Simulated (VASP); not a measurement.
Input of a VASP 6.6.1 run:

INCAR

```
SYSTEM = KZnI3
ALGO     = Normal         ! electronic algorithm
EDIFF    = 1E-6           ! SCF threshold, eV
ENCUT    = 520            ! plane-wave cutoff, eV
GGA      = PE             ! functional
ISIF     = 2              ! what is computed and relaxed
ISMEAR   = -1             ! smearing method
LASPH    = .True.         ! aspherical terms in the spheres
LCHARG   = .True.         ! write CHGCAR
LELF     = .True.         ! ELF
LREAL    = .False.        ! projectors in reciprocal space
LVHAR    = .True.       
LWAVE    = .False.        ! write WAVECAR
NBANDS   = 29             ! bands
NELM     = 100            ! most SCF steps
PREC     = Accurate       ! precision mode
SIGMA    = 0.02           ! smearing width, eV
```

Contents of KPOINTS:

```
k-points
0
Gamma
  4 4 4
  0 0 0
```

Contents of POSCAR:

```
KZnI3
1.0
    5.6991873221      0.0000000000      0.0000000000
    0.0000000000      5.6991873221      0.0000000000
    0.0000000000      0.0000000000      5.6991873221
K Zn I
1 1 3
Direct
    0.0000000000      0.0000000000      0.0000000000
    0.5000000000      0.5000000000      0.5000000000
    0.5000000000      0.5000000000      0.0000000000
    0.5000000000      0.0000000000      0.5000000000
    0.0000000000      0.5000000000      0.5000000000
```

Potentials or basis: VASP PAW PBE potentials, release 64 (K_sv, Zn, I).

The run is started by

```sh
$ cat potpaw_PBE.64/K_sv/POTCAR potpaw_PBE.64/Zn/POTCAR potpaw_PBE.64/I/POTCAR > POTCAR
$ mpirun -np 1 vasp_std > vasp.out
```

Task: Predict the band gap on the k mesh.

Result: Zero (band 21 reaches 1.72 eV, above the bottom of band 22 at 1.18 eV).

Task: Predict the pressure.

Result: 0.7 GPa.

Caveat: spin-orbit coupling is left out, which moves the levels of the heavy elements.
